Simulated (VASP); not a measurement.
System: Cs9Sn8I23 (a cell with a defect).

```
CELL_PARAMETERS angstrom
12.31446 0.00000 0.00000
0.00000 12.31446 0.00000
0.00000 0.00000 12.31446
ATOMIC_POSITIONS crystal
Cs 0.02244 0.03440 0.00128
Cs 0.96397 0.98736 0.50900
Cs 0.01228 0.52194 0.95381
Cs 0.98703 0.46899 0.49445
Cs 0.48940 0.06758 0.00432
Cs 0.55948 0.91446 0.50290
Cs 0.48891 0.50401 0.01223
Cs 0.52462 0.49667 0.49431
Cs 0.35284 0.14076 0.49543
Sn 0.23084 0.27273 0.24783
Sn 0.23450 0.27877 0.74008
Sn 0.25172 0.76415 0.24886
Sn 0.25203 0.77070 0.74830
Sn 0.74226 0.24022 0.25422
Sn 0.73672 0.24488 0.75250
Sn 0.75653 0.73884 0.24712
Sn 0.75237 0.74167 0.75635
I 0.22363 0.29085 0.99573
I 0.26178 0.72450 0.99930
I 0.25130 0.83100 0.49953
I 0.75820 0.25051 0.00303
I 0.69676 0.21389 0.50363
I 0.74215 0.70957 0.00107
I 0.78628 0.72993 0.50133
I 0.98767 0.22301 0.29729
I 0.98600 0.22852 0.73539
I 0.00375 0.78249 0.23600
I 0.00195 0.79057 0.77072
I 0.48705 0.28082 0.24485
I 0.48685 0.29244 0.76380
I 0.50508 0.72262 0.26669
I 0.50346 0.71561 0.73373
I 0.26262 0.01865 0.21798
I 0.27159 0.02016 0.78180
I 0.23053 0.51918 0.29684
I 0.21616 0.52407 0.69911
I 0.72338 0.98794 0.24068
I 0.71993 0.99058 0.76232
I 0.76486 0.48745 0.26684
I 0.77282 0.49048 0.73147
```

Base run:

```yaml
Program: VASP 6.6.1
Functional: PBEsol
Potentials_or_basis: VASP PAW PBE potentials, release 64 (Cs_sv, Sn_d, I)
Cutoff: 400 eV
k_mesh: 1 × 1 × 1, shifted
Occupations: fermi-dirac, width 0.05 eV
Spin: no spin polarisation
```

Its results: pressure -0.2 GPa; largest force 0.030 eV/Å.

The run is repeated on the same cell with these changes: functional from PBEsol to r2SCAN; cutoff from 400 eV to 440 eV. What comes out?

Pressure 0.6 GPa; largest force 0.114 eV/Å.

Caveats: the PAW data sets were made with another functional, which shifts forces and pressure a little.
